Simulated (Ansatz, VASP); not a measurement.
# InAgTe2 in VASP and in Ansatz

INCAR

```
PREC = Accurate
ENCUT = 500
EDIFF = 1E-6
ISMEAR = -1
SIGMA = 0.02
LREAL = False
LASPH = True
NELM = 120
ALGO = Normal
ISIF = 2
LWAVE = False
LCHARG = False
GGA = PE
NBANDS = 46
GGA_COMPAT = False
```

The input KPOINTS:

```
regular mesh
0
Gamma
  4 4 4
```

File POSCAR:

```
InAgTe2
1.0
   -3.2517194252      3.2517194252      6.4335079686
    3.2517194252     -3.2517194252      6.4335079686
    3.2517194252      3.2517194252     -6.4335079686
In Ag Te
2 2 4
Direct
    0.5000000000      0.5000000000      0.0000000000
    0.2500000000      0.7500000000      0.5000000000
    0.0000000000      0.0000000000      0.0000000000
    0.7500000000      0.2500000000      0.5000000000
    0.3750000000      0.3694875870      0.4944875870
    0.6305124130      0.1250000000      1.0055124130
    0.8750000000      0.8805124130      0.5055124130
    0.1194875870      0.6250000000     -0.0055124130
```

Input for Ansatz:

```yaml
crystal:
  lattice:
    - [-3.2517194252, 3.2517194252, 6.4335079686]
    - [3.2517194252, -3.2517194252, 6.4335079686]
    - [3.2517194252, 3.2517194252, -6.4335079686]
  atoms:
    - { symbol: In, position: [0.5, 0.5, 0.0] }
    - { symbol: In, position: [0.25, 0.75, 0.5] }
    - { symbol: Ag, position: [0.0, 0.0, 0.0] }
    - { symbol: Ag, position: [0.75, 0.25, 0.5] }
    - { symbol: Te, position: [0.375, 0.369487587, 0.494487587] }
    - { symbol: Te, position: [0.630512413, 0.125, 1.005512413] }
    - { symbol: Te, position: [0.875, 0.880512413, 0.505512413] }
    - { symbol: Te, position: [0.119487587, 0.625, -0.005512413] }
kpoints:
  mp_grid: { grid: [4, 4, 4] }
hamiltonian:
  xc: pbe
scf:
  occupations: { method: fermi_dirac, width: 0.02 }
  n_extra_bands: 6
output:
  forces: true
  stress: true
  eigenvalues: true
```

Alike in both runs: task single point; functional PBE; k mesh 4 × 4 × 4; occupations fermi-dirac, width 0.02 eV; no spin polarisation.

|  | VASP | Ansatz |
| --- | --- | --- |
| version | VASP 6.6.1 | Ansatz 0.2.0 |
| potentials or method | VASP PAW PBE potentials, release 64 (In_d, Ag, Te) | plane waves, PAW |
| plane-wave cutoff (eV) | 500 | 420 |
| valence electrons in the cell | 72 | 128 |

VASP gave:

- pressure (GPa): 1.2
- rms of the force components (eV/Å): 0.018

Q: What did Ansatz give for the same quantities?

A: Pressure (GPa): 1.2; rms of the force components (eV/Å): 0.015.

Atom by atom the forces differ by 0.003 eV/Å (rms over components). VASP's potentials hold 72 valence electrons a cell and Ansatz's 128, so a difference there can come from the potentials and not from the codes.

Spin-orbit coupling is off throughout.
